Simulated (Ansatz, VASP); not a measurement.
**One calculation of ScAl3N3, two programs**

```
Sc Al N
1.0
     4.43850   -0.00636   -0.00040
     0.14900    4.66553   -0.00580
     2.16856    2.20992    4.39705
Sc Al N
1 3 3
Direct
  0.14703 0.41023 0.59078
  0.37674 0.13927 0.12156
  0.60776 0.89453 0.60782
  0.87557 0.67714 0.09823
  0.73453 0.03045 0.84604
  0.99057 0.80874 0.34440
  0.25340 0.52526 0.89118
```

Change from the starting cell: species swapped into the Si3P3Rh type (P1, No. 1).

Alike in both runs: functional PBE; k mesh 8 × 8 × 8; occupations gaussian, width 0.1 eV; no spin polarisation.

Ansatz relaxed the structure, and its values are those at the end. VASP's run is a single point on that final structure, the one shown.

|  | VASP | Ansatz |
| --- | --- | --- |
| version | VASP 6.6.1 | Ansatz 0.2.0 |
| potentials or method | VASP PAW PBE potentials, release 64 (Sc_sv, Al, N), cutoff 600 eV | scalar-relativistic, plane waves, PAW |
| valence electrons in the cell | 35 | 35 |

```csv
,VASP,Ansatz,Ansatz less VASP
gap on the k mesh at the Fermi level (eV),none,none,-
pressure (GPa),0.0,0.0,+0.01
rms of the force components (eV/Å),0.026,0.003,-0.0229
```

A gap of «none» marks a metal or a gap that the smearing closes. With one functional, cell and mesh, what is left measures potentials, basis and numerics.
